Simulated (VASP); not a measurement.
**HfGe: single point with PBE**

Crystal: HfGe.

```
Hf Ge
1.0
     3.93351    0.00000    0.00000
    -1.96675    3.40652    0.00000
     0.00000    0.00000    3.50962
Hf Ge
1 1
Cartesian
  0.0000 0.0000 1.7548
  0.0000 2.2710 1.7548
```

- Program: VASP 6.6.1
- Task: single point
- Functional: PBE
- Potentials or basis: VASP PAW PBE potentials, release 64 (Hf_pv, Ge_d)
- Cutoff: 520 eV
- k mesh: 8 × 8 × 8
- Occupations: fermi-dirac, width 0.05 eV
- Spin: no spin polarisation

The pressure is 37.0 GPa. The band gap on the k mesh is zero (band 12 reaches 4.53 eV, above the bottom of band 13 at 3.89 eV).

Stress tensor (GPa, compression positive):
```
59.97  0.00  0.00
 0.00 59.97  0.00
 0.00  0.00 -8.93
```

Levels at points of the mesh, in eV from the Fermi level:
```
           k point  band 8  band 9  band 10  band 11  band 12  band 13  band 14  band 15  band 16  band 17
(0.00, 0.00, 0.00)  -23.73  -10.15    -2.54    -2.54    -1.34     2.51     3.12     3.12     5.07     7.80
(0.50, 0.00, 0.00)  -23.81   -8.36    -3.76    -0.82    -0.03     0.18     1.52     2.81     3.42     6.86
(0.00, 0.00, 0.50)  -23.73   -9.07    -3.22    -2.13    -2.13     1.41     1.41     4.94     6.77     7.38
(0.50, 0.00, 0.50)  -23.79   -7.39    -3.35    -2.39     0.54     0.77     1.27     2.03     4.37     5.28
```

Run time: 85 s on 1 thread of AMD EPYC 7R13, with other jobs on the host, peak memory 0.16 GiB.

Caveat: spin-orbit coupling is left out, which moves the levels of the heavy elements.
